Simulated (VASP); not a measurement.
# TiN (Fm-3m) in VASP: a series of runs, part 2 of 2

VASP 6.6.1. The steps go on from the part before.

### Step 4. Electric field gradients, PBE (volume scaled by 0.9405)

Contents of INCAR:

```
ALGO = Normal
EDIFF = 1E-8
ENCUT = 520
GGA = PE
ISIF = 2
ISMEAR = -1
LASPH = True
LCHARG = False
LEFG = True
LREAL = False
LWAVE = False
NBANDS = 16
NELM = 100
PREC = Accurate
SIGMA = 0.05
```

Contents of KPOINTS:

```
k-points
0
Gamma
  13 13 13
```

Contents of POSCAR:

```
TiN
1.0
    0.0000000000      2.0790502180      2.0790502180
    2.0790502180      0.0000000000      2.0790502180
    2.0790502180      2.0790502180      0.0000000000
Ti N
1 1
Direct
    0.0000000000      0.0000000000      0.0000000000
    0.5000000000      0.5000000000      0.5000000000
```

Potentials or basis: VASP PAW PBE potentials, release 64 (Ti_sv, N).

Started as:

```
$ cat potpaw_PBE.64/Ti_sv/POTCAR potpaw_PBE.64/N/POTCAR > POTCAR
$ mpirun -np 1 vasp_std > vasp.out
```

OUTCAR:

```text
EDIFF = 1E-8
   ENCUT = 520
   GGA = PE
   ISIF = 2
   ISMEAR = -1
   LASPH = True
   LREAL = False
   NELM = 100
   PREC = Accurate

 ion  position               nearest neighbor table
   1  0.000  0.000  0.000-   2 2.08   2 2.08   2 2.08   2 2.08   2 2.08   2 2.08
   2  0.500  0.500  0.500-   1 2.08   1 2.08   1 2.08   1 2.08   1 2.08   1 2.08

  LATTYP: Found a face centered cubic cell.
 ALAT       =     4.1581004360

  Lattice vectors:

 A1 = (   0.0000000000,   2.0790502180,   2.0790502180)
 A2 = (   2.0790502180,   0.0000000000,   2.0790502180)
 A3 = (   2.0790502180,   2.0790502180,   0.0000000000)

Analysis of symmetry for initial positions (statically):
=====================================================================
 Subroutine PRICEL returns:
 Original cell was already a primitive cell.

 Routine SETGRP: Setting up the symmetry group for a
 face centered cubic supercell.

[... 645 lines left out ...]
      direct lattice vectors                 reciprocal lattice vectors
     0.000000000  2.079050218  2.079050218    -0.240494431  0.240494431  0.240494431
     2.079050218  0.000000000  2.079050218     0.240494431 -0.240494431  0.240494431
     2.079050218  2.079050218  0.000000000     0.240494431  0.240494431 -0.240494431

 POSITION                                       TOTAL-FORCE (eV/Angst)
 -----------------------------------------------------------------------------------
      0.00000      0.00000      0.00000         0.000000      0.000000      0.000000
      2.07905      2.07905      2.07905        -0.000000     -0.000000     -0.000000
 -----------------------------------------------------------------------------------
    total drift:                                0.000000     -0.000000     -0.000000

  FREE ENERGIE OF THE ION-ELECTRON SYSTEM (eV)
  ---------------------------------------------------
  free  energy   TOTEN  =       -19.5675046663 eV

  energy  without entropy=      -19.5611018384  energy(sigma->0) =      -19.56430325

 Electric field gradients (V/A^2)
---------------------------------------------------------------------
 ion       V_xx      V_yy      V_zz      V_xy      V_xz      V_yz
---------------------------------------------------------------------
   1      -0.000    -0.000    -0.000     0.001     0.001     0.001
   2      -0.000    -0.000    -0.000    -0.001    -0.001    -0.001
---------------------------------------------------------------------

 Electric field gradients after diagonalization (V/A^2)
 (convention: |V_zz| > |V_xx| > |V_yy|)
----------------------------------------------------------------------
 ion       V_xx      V_yy      V_zz     asymmetry (V_yy - V_xx)/ V_zz
----------------------------------------------------------------------
   1      -0.001    -0.001     0.001       0.000
   2       0.001     0.001    -0.001       0.000
----------------------------------------------------------------------

           NMR quadrupolar parameters

 Cq : quadrupolar parameter    Cq=e*Q*V_zz/h
 eta: asymmetry parameters     (V_yy - V_xx)/ V_zz
 Q  : nuclear electric quadrupole moment in mb (millibarn)
----------------------------------------------------------------------
 ion       Cq(MHz)       eta       Q (mb)
----------------------------------------------------------------------
   1       0.000       0.000       1.000
   2      -0.000       0.000       1.000
----------------------------------------------------------------------
```

Run time: 34 s. Hardware: 1 thread of Intel Xeon 8259CL, shared host; peak memory 0.15 GiB.

What came out:

| Property | Result |
| --- | --- |
| Free energy | -19.5675 eV |
| Pressure | 20.6 GPa |

Caveat: without QUAD_EFG the Cq values of the log hold for a quadrupole moment of 1 mb, not for the nuclei.

### Step 5. Electric field gradients, PBE (volume scaled by 0.9405)

Contents of INCAR:

```
SYSTEM = TiN
  PREC = Accurate
  ENCUT = 520
  EDIFF = 1E-8
  ISMEAR = -1
  SIGMA = 0.05
  LREAL = .False.
  LASPH = .True.
  NELM = 100
  ALGO = Normal
  ISIF = 2
  LWAVE = .False.
  LCHARG = .False.
  GGA = PE
  LEFG = .True.
  NBANDS = 16
```

Contents of KPOINTS:

```
Automatic mesh
0
Gamma
  13 13 13
  0 0 0
```

POSCAR is that of step 4.

Potentials or basis: VASP PAW PBE potentials, release 64 (Ti_sv, N).

Started as:

```
$ cat potpaw_PBE.64/Ti_sv/POTCAR potpaw_PBE.64/N/POTCAR > POTCAR
$ mpirun -np 1 vasp_std > vasp.out
```

OUTCAR:

```text
SYSTEM = TiN
   PREC = Accurate
   ENCUT = 520
   EDIFF = 1E-8
   ISMEAR = -1
   LREAL = .False.
   LASPH = .True.
   NELM = 100
   ISIF = 2
   GGA = PE

 ion  position               nearest neighbor table
   1  0.000  0.000  0.000-   2 2.08   2 2.08   2 2.08   2 2.08   2 2.08   2 2.08
   2  0.500  0.500  0.500-   1 2.08   1 2.08   1 2.08   1 2.08   1 2.08   1 2.08

  LATTYP: Found a face centered cubic cell.
 ALAT       =     4.1581004360

  Lattice vectors:

 A1 = (   0.0000000000,   2.0790502180,   2.0790502180)
[... 669 lines left out ...]
  ---------------------------------------------------
  free  energy   TOTEN  =       -19.5675046663 eV

  energy  without entropy=      -19.5611018384  energy(sigma->0) =      -19.56430325

 Electric field gradients (V/A^2)
---------------------------------------------------------------------
 ion       V_xx      V_yy      V_zz      V_xy      V_xz      V_yz
---------------------------------------------------------------------
   1      -0.000    -0.000    -0.000     0.001     0.001     0.001
   2      -0.000    -0.000    -0.000    -0.001    -0.001    -0.001
---------------------------------------------------------------------

 Electric field gradients after diagonalization (V/A^2)
 (convention: |V_zz| > |V_xx| > |V_yy|)
----------------------------------------------------------------------
 ion       V_xx      V_yy      V_zz     asymmetry (V_yy - V_xx)/ V_zz
----------------------------------------------------------------------
   1      -0.001    -0.001     0.001       0.000
   2       0.001     0.001    -0.001       0.000
----------------------------------------------------------------------

           NMR quadrupolar parameters

 Cq : quadrupolar parameter    Cq=e*Q*V_zz/h
 eta: asymmetry parameters     (V_yy - V_xx)/ V_zz
 Q  : nuclear electric quadrupole moment in mb (millibarn)
----------------------------------------------------------------------
 ion       Cq(MHz)       eta       Q (mb)
----------------------------------------------------------------------
   1       0.000       0.000       1.000
   2      -0.000       0.000       1.000
----------------------------------------------------------------------
```

Run time: 37 s. Hardware: 1 thread of Intel Xeon 8259CL, shared host; peak memory 0.16 GiB.

What came out:

```
Free energy : -19.5675 eV
Pressure    : 20.6 GPa
```

Levels at points of the mesh, in eV from the Fermi level:
| k point | band 5 | band 6 | band 7 | band 8 | band 9 | band 10 | band 11 | band 12 | band 13 | band 14 |
| --- | --- | --- | --- | --- | --- | --- | --- | --- | --- | --- |
| (0.00, 0.00, 0.00) | -17.51 | -2.17 | -2.17 | -2.17 | -0.71 | -0.71 | -0.71 | 0.60 | 0.60 | 6.07 |

Caveat: without QUAD_EFG the Cq values of the log hold for a quadrupole moment of 1 mb, not for the nuclei.
